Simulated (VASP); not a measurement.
# ZnS (P6_3mc) in VASP: further runs, part 2 of 3

VASP 6.6.1. Earlier steps stand in the parts before.

## (3) Electric field gradients, PBE (19.80 Å³/atom)

This run uses another cell than the first one, of 19.80 Å³/atom.

Input file INCAR:

```
SYSTEM = ZnS
PREC = Accurate
ENCUT = 520
EDIFF = 1E-8
ISMEAR = -1
SIGMA = 0.03
LREAL = .FALSE.
LASPH = .TRUE.
NELM = 80
ALGO = Normal
ISIF = 2
LWAVE = .FALSE.
LCHARG = .FALSE.
GGA = PE
LEFG = .TRUE.
NBANDS = 26
```

Input file KPOINTS:

```
regular mesh
0
G
  8 8 5
  0 0 0
```

Input file POSCAR:

```
ZnS
1.0
    3.8236600001      0.0000000000      0.0000000000
   -1.9118300001      3.3113866955      0.0000000000
    0.0000000000      0.0000000000      6.2547111156
Zn S
2 2
Direct
    0.3333333333      0.6666666667      0.0000000000
    0.6666666667      0.3333333333      0.5000000000
    0.3333333333      0.6666666667      0.3850000000
    0.6666666667      0.3333333333      0.8850000000
```

Potentials or basis: VASP PAW PBE potentials, release 64 (Zn, S).

The run is started by

```console
$ cat potpaw_PBE.64/Zn/POTCAR potpaw_PBE.64/S/POTCAR > POTCAR
$ mpirun -np 1 vasp_std > vasp.out
```

OUTCAR:

```text
SYSTEM = ZnS
   PREC = Accurate
   ENCUT = 520
   EDIFF = 1E-8
   ISMEAR = -1
   LREAL = .FALSE.
   LASPH = .TRUE.
   NELM = 80
   ISIF = 2
   GGA = PE

 ion  position               nearest neighbor table
   1  0.333  0.667  0.000-   4 2.32   4 2.32   4 2.32   3 2.41
   2  0.667  0.333  0.500-   3 2.32   3 2.32   3 2.32   4 2.41
   3  0.333  0.667  0.385-   2 2.32   2 2.32   2 2.32   1 2.41
   4  0.667  0.333  0.885-   1 2.32   1 2.32   1 2.32   2 2.41

  LATTYP: Found a hexagonal cell.
 ALAT       =     3.8236600001
 C/A-ratio  =     1.6357916539

  Lattice vectors:

 A1 = (   3.8236600001,   0.0000000000,   0.0000000000)
 A2 = (  -1.9118300001,   3.3113866955,   0.0000000000)
 A3 = (   0.0000000000,   0.0000000000,   6.2547111156)

Analysis of symmetry for initial positions (statically):
=====================================================================
 Subroutine PRICEL returns:
 Original cell was already a primitive cell.

 Routine SETGRP: Setting up the symmetry group for a
 hexagonal supercell.

 Subroutine GETGRP returns: Found 12 space group operations
 (whereof  6 operations were pure point group operations)
 out of a pool of 24 trial point group operations.

The static configuration has the point symmetry C_3v.
 The point group associated with its full space group is C_6v.

Analysis of symmetry for dynamics (positions and initial velocities):
=====================================================================
 Subroutine PRICEL returns:
 Original cell was already a primitive cell.

 Routine SETGRP: Setting up the symmetry group for a
 hexagonal supercell.

 Subroutine GETGRP returns: Found 12 space group operations
 (whereof  6 operations were pure point group operations)
 out of a pool of 24 trial point group operations.

The dynamic configuration has the point symmetry C_3v.
 The point group associated with its full space group is C_6v.

 Subroutine INISYM returns: Found 12 space group operations
 (whereof  6 operations are pure point group operations),
 and found     1 'primitive' translations

----------------------------------------------------------------------------------------

                                     Primitive cell

  volume of cell :      79.1948

  direct lattice vectors                    reciprocal lattice vectors
     3.823660000  0.000000000  0.000000000     0.261529529  0.150994144  0.000000000
    -1.911830000  3.311386695  0.000000000     0.000000000  0.301988288  0.000000000
     0.000000000  0.000000000  6.254711116     0.000000000  0.000000000  0.159879486

  length of vectors
     3.823660000  3.823660000  6.254711116     0.301988288  0.301988288  0.159879486

  position of ions in fractional coordinates (direct lattice)
     0.333333333  0.666666667  0.000000000
     0.666666667  0.333333333  0.500000000
     0.333333333  0.666666667  0.385000000
     0.666666667  0.333333333  0.885000000

  ion indices of the primitive-cell ions
   primitive index   ion index
                 1           1
                 2           2
                 3           3
                 4           4

[... 81 lines left out ...]
   PSTRESS=    0.0 pullay stress
   NELECT =      36.0000    total number of electrons
   NUPDOWN=      -1.0000    fix difference up-down
   EMIN   =  10.00;   EMAX   =-10.00  energy-range for DOS
   EFERMI =   0.00;   METHOD = LEGACY
   ISMEAR =    -1;   SIGMA  =   0.03  broadening in eV -4-tet -1-fermi 0-gaus
   EFERMI_NEDOS =   21; number of points for ismear=-14 and -15
   IALGO  =     38    algorithm
   IMIX   =      4    mixing-type and parameters
     AMIX     =   0.40;   BMIX     =  1.00
     AMIX_MAG =   1.60;   BMIX_MAG =  1.00
  volume/ion in A,a.u.               =      19.80       133.61
  Fermi-wavevector in a.u.,A,eV,Ry     =   1.258762  2.378715 21.558173  1.584481
  Thomas-Fermi vector in A             =   2.392355
   LORBIT       =      0    0 simple, 1 ext, 2 COOP (PROOUT), +10 PAW based schemes
   GGA     = PE    functional components
   LHFCALC =     F    Hartree Fock is set to
   AEXX    =    0.0000 exact exchange contribution
   IVDW    =     0    specifies the selected vdW correction
   LEPSILON=     F    determine dielectric tensor
   LRPA    =     F    only Hartree local field effects (RPA)
 non-spin polarized calculation
  energy-cutoff  :      520.00
  volume of cell :       79.19
 maximum number of plane-waves:      2156
   NGX = 15   NGY = 15   NGZ = 23

 number of electron      35.9999986 magnetization

 Free energy of the ion-electron system (eV)
  ---------------------------------------------------
  ext. energy  EPLUGINS =         0.00000000
  ---------------------------------------------------
  free energy    TOTEN  =       -13.66429082 eV

  energy without entropy =      -13.66429082  energy(sigma->0) =      -13.66429082

 E-fermi :   2.6937     XC(G=0):  -9.6043

 val. band max:        2.0718079250   @ k =   0.0000   0.0000   0.0000
 cond. band min:       4.2774075830   @ k =   0.0000   0.0000   0.0000
 fundamental gap:      2.2055996580
 Fermi energy:         2.6936576525

 k-point     1 :       0.0000    0.0000    0.0000
  band No.  band energies     occupation
      1     -11.0542      2.00000
      2     -10.1493      2.00000
      3      -4.2595      2.00000
      4      -4.2595      2.00000
      5      -4.1963      2.00000
      6      -4.1963      2.00000
[... 685 lines left out ...]
     25      11.0949      0.00000
     26      11.4621      0.00000

 [... further k-points ...]
[... 5 lines left out ...]
  --------------------------------------------------------------------------------------
  -------------------------------------------------------------------------------------
  Total        1.1695197      1.1695197      0.2238311     -0.0000000      0.0000000      0.0000000
  in kB       23.6603795     23.6603795      4.5282943     -0.0000000      0.0000000      0.0000000
  external PRESSURE =      17.2830178 kB  Pullay stress =       0.0000000 kB

 VOLUME and BASIS-vectors are now :
 -----------------------------------------------------------------------------
  energy-cutoff  :      520.00
  volume of cell :       79.19
      direct lattice vectors                 reciprocal lattice vectors
     3.823660000  0.000000000  0.000000000     0.261529529  0.150994144  0.000000000
    -1.911830000  3.311386695  0.000000000     0.000000000  0.301988288  0.000000000
     0.000000000  0.000000000  6.254711116     0.000000000  0.000000000  0.159879486

 POSITION                                       TOTAL-FORCE (eV/Angst)
 -----------------------------------------------------------------------------------
     -0.00000      2.20759      0.00000         0.000000     -0.000000      0.310886
      1.91183      1.10380      3.12736        -0.000000      0.000000      0.310886
     -0.00000      2.20759      2.40806         0.000000      0.000000     -0.310886
      1.91183      1.10380      5.53542         0.000000     -0.000000     -0.310886
 -----------------------------------------------------------------------------------
    total drift:                               -0.000000     -0.000000      0.000414

  FREE ENERGIE OF THE ION-ELECTRON SYSTEM (eV)
  ---------------------------------------------------
  free  energy   TOTEN  =       -13.6642908192 eV

  energy  without entropy=      -13.6642908192  energy(sigma->0) =      -13.66429082

 Electric field gradients (V/A^2)
---------------------------------------------------------------------
 ion       V_xx      V_yy      V_zz      V_xy      V_xz      V_yz
---------------------------------------------------------------------
   1      -9.541    -9.535    19.077     0.005    -0.000     0.000
   2      -9.541    -9.535    19.077     0.005     0.000    -0.000
   3       2.947     2.947    -5.894    -0.000    -0.000     0.000
   4       2.947     2.947    -5.894    -0.000     0.000    -0.000
---------------------------------------------------------------------

 Electric field gradients after diagonalization (V/A^2)
 (convention: |V_zz| > |V_xx| > |V_yy|)
----------------------------------------------------------------------
 ion       V_xx      V_yy      V_zz     asymmetry (V_yy - V_xx)/ V_zz
----------------------------------------------------------------------
   1      -9.545    -9.532    19.077       0.001
   2      -9.545    -9.532    19.077       0.001
   3       2.947     2.947    -5.894       0.000
   4       2.947     2.947    -5.894       0.000
----------------------------------------------------------------------

           NMR quadrupolar parameters

 Cq : quadrupolar parameter    Cq=e*Q*V_zz/h
 eta: asymmetry parameters     (V_yy - V_xx)/ V_zz
 Q  : nuclear electric quadrupole moment in mb (millibarn)
----------------------------------------------------------------------
 ion       Cq(MHz)       eta       Q (mb)
----------------------------------------------------------------------
   1       0.046       0.001       1.000
   2       0.046       0.001       1.000
   3      -0.014       0.000       1.000
   4      -0.014       0.000       1.000
----------------------------------------------------------------------
```

OSZICAR:

```text
N       E                     dE             d eps       ncg     rms          rms(c)
DAV:   1     0.246397011745E+03    0.24640E+03   -0.16977E+04  1560   0.166E+03
DAV:   2     0.101694027217E+02   -0.23623E+03   -0.22539E+03  1616   0.351E+02
DAV:   3    -0.139322409399E+02   -0.24102E+02   -0.23853E+02  1888   0.112E+02
DAV:   4    -0.145138181698E+02   -0.58158E+00   -0.58042E+00  1790   0.175E+01
DAV:   5    -0.145227234169E+02   -0.89052E-02   -0.89032E-02  1930   0.214E+00    0.974E+00
DAV:   6    -0.136740361225E+02    0.84869E+00   -0.16473E+00  2362   0.369E+01    0.750E+00
DAV:   7    -0.136696253407E+02    0.44108E-02   -0.12201E+00  1678   0.648E+00    0.343E+00
DAV:   8    -0.136633780718E+02    0.62473E-02   -0.34870E-02  1920   0.179E+00    0.958E-01
DAV:   9    -0.136639170856E+02   -0.53901E-03   -0.88462E-03  2110   0.131E+00    0.227E-01
DAV:  10    -0.136640677857E+02   -0.15070E-03   -0.60751E-04  1812   0.332E-01    0.929E-02
DAV:  11    -0.136642876949E+02   -0.21991E-03   -0.34578E-04  1622   0.123E-01    0.539E-02
DAV:  12    -0.136642873026E+02    0.39223E-06   -0.13951E-05  1924   0.384E-02    0.107E-02
DAV:  13    -0.136642906976E+02   -0.33950E-05   -0.57421E-06  1628   0.171E-02    0.230E-03
DAV:  14    -0.136642907586E+02   -0.61005E-07   -0.57136E-07  1932   0.158E-02    0.929E-04
DAV:  15    -0.136642908098E+02   -0.51224E-07   -0.71726E-08  1690   0.387E-03    0.648E-04
DAV:  16    -0.136642908192E+02   -0.94014E-08   -0.22294E-08  1452   0.109E-03
   1 F= -.13664291E+02 E0= -.13664291E+02  d E =-.107539E-10
```

Run time: 1.9 min. Hardware: 1 thread of Intel Xeon 8259CL, shared host; peak memory 0.21 GiB.

Results:

- Free energy: -13.6643 eV
- Pressure: 1.7 GPa
- Largest force: 0.311 eV/Å
- Band gap on the k mesh: 2.21 eV
- Largest electric field gradient by atom: Zn +19.1; S -5.9 V/Å²

Forces in eV/Å, atoms in the order of the input:
```
Zn   0.000  0.000  0.311
Zn   0.000  0.000  0.311
S    0.000  0.000 -0.311
S    0.000  0.000 -0.311
```

Levels at points of the mesh, in eV from the valence-band top:
```tsv
k point	band 16	band 17	band 18	band 19	band 20	band 21
(0.00, 0.00, 0.00)	-0.01	-0.01	0.00	2.21	2.98	6.31
(0.50, 0.00, 0.00)	-2.22	-1.53	-0.97	3.62	4.24	5.19
```

Electric field gradients, principal values (V/Å²):
```
atom   least  middle  greatest (by size)
1 Zn  -9.532  -9.545              19.077
2 Zn  -9.532  -9.545              19.077
 3 S   2.947   2.947              -5.894
 4 S   2.947   2.947              -5.894
```

Caveat: without QUAD_EFG the Cq values of the log hold for a quadrupole moment of 1 mb, not for the nuclei.

## (4) Electric field gradients, PBE (19.80 Å³/atom)

This run uses another cell than the first one, of 19.80 Å³/atom.

Input file INCAR:

```
PREC = Accurate
ENCUT = 520
EDIFF = 1E-8
ISMEAR = -1
SIGMA = 0.03
LREAL = False
LASPH = True
NELM = 80
ALGO = Normal
ISIF = 2
LWAVE = False
LCHARG = False
GGA = PE
LEFG = True
NBANDS = 26
```

Input file KPOINTS:

```
regular mesh
0
Gamma
  8 8 5
```

POSCAR is that of step 3.

Potentials or basis: VASP PAW PBE potentials, release 64 (Zn, S).

The run is started by

```console
$ cat potpaw_PBE.64/Zn/POTCAR potpaw_PBE.64/S/POTCAR > POTCAR
$ mpirun -np 1 vasp_std > vasp.out
```

OUTCAR:

```text
PREC = Accurate
   ENCUT = 520
   EDIFF = 1E-8
   ISMEAR = -1
   LREAL = False
   LASPH = True
   NELM = 80
   ISIF = 2
   GGA = PE

 ion  position               nearest neighbor table
   1  0.333  0.667  0.000-   4 2.32   4 2.32   4 2.32   3 2.41
   2  0.667  0.333  0.500-   3 2.32   3 2.32   3 2.32   4 2.41
   3  0.333  0.667  0.385-   2 2.32   2 2.32   2 2.32   1 2.41
   4  0.667  0.333  0.885-   1 2.32   1 2.32   1 2.32   2 2.41

  LATTYP: Found a hexagonal cell.
 ALAT       =     3.8236600001
 C/A-ratio  =     1.6357916539

  Lattice vectors:

 A1 = (   3.8236600001,   0.0000000000,   0.0000000000)
 A2 = (  -1.9118300001,   3.3113866955,   0.0000000000)
[... 922 lines left out ...]
 ion       V_xx      V_yy      V_zz      V_xy      V_xz      V_yz
---------------------------------------------------------------------
   1      -9.541    -9.535    19.077     0.005    -0.000     0.000
   2      -9.541    -9.535    19.077     0.005     0.000    -0.000
   3       2.947     2.947    -5.894    -0.000    -0.000     0.000
   4       2.947     2.947    -5.894    -0.000     0.000    -0.000
---------------------------------------------------------------------

 Electric field gradients after diagonalization (V/A^2)
 (convention: |V_zz| > |V_xx| > |V_yy|)
----------------------------------------------------------------------
 ion       V_xx      V_yy      V_zz     asymmetry (V_yy - V_xx)/ V_zz
----------------------------------------------------------------------
   1      -9.545    -9.532    19.077       0.001
   2      -9.545    -9.532    19.077       0.001
   3       2.947     2.947    -5.894       0.000
   4       2.947     2.947    -5.894       0.000
----------------------------------------------------------------------

           NMR quadrupolar parameters

 Cq : quadrupolar parameter    Cq=e*Q*V_zz/h
 eta: asymmetry parameters     (V_yy - V_xx)/ V_zz
 Q  : nuclear electric quadrupole moment in mb (millibarn)
----------------------------------------------------------------------
 ion       Cq(MHz)       eta       Q (mb)
----------------------------------------------------------------------
   1       0.046       0.001       1.000
   2       0.046       0.001       1.000
   3      -0.014       0.000       1.000
   4      -0.014       0.000       1.000
----------------------------------------------------------------------
```

Wall time 1.8 min (1 thread of Intel Xeon 8259CL, shared host); peak memory 0.21 GiB.

What came out:

```
Free energy                             : -13.6643 eV
Pressure                                : 1.7 GPa
Largest force                           : 0.311 eV/Å
Band gap on the k mesh                  : 2.21 eV
Largest electric field gradient by atom : Zn +19.1; S -5.9 V/Å²
```

Forces in eV/Å, atoms in the order of the input:
```
Zn   0.000  0.000  0.311
Zn   0.000  0.000  0.311
S    0.000  0.000 -0.311
S    0.000  0.000 -0.311
```

Electric field gradients, principal values (V/Å²):
| atom | least | middle | greatest (by size) |
| --- | --- | --- | --- |
| 1 Zn | -9.532 | -9.545 | 19.077 |
| 2 Zn | -9.532 | -9.545 | 19.077 |
| 3 S | 2.947 | 2.947 | -5.894 |
| 4 S | 2.947 | 2.947 | -5.894 |

Caveat: without QUAD_EFG the Cq values of the log hold for a quadrupole moment of 1 mb, not for the nuclei.

[end of part 2 of 3]
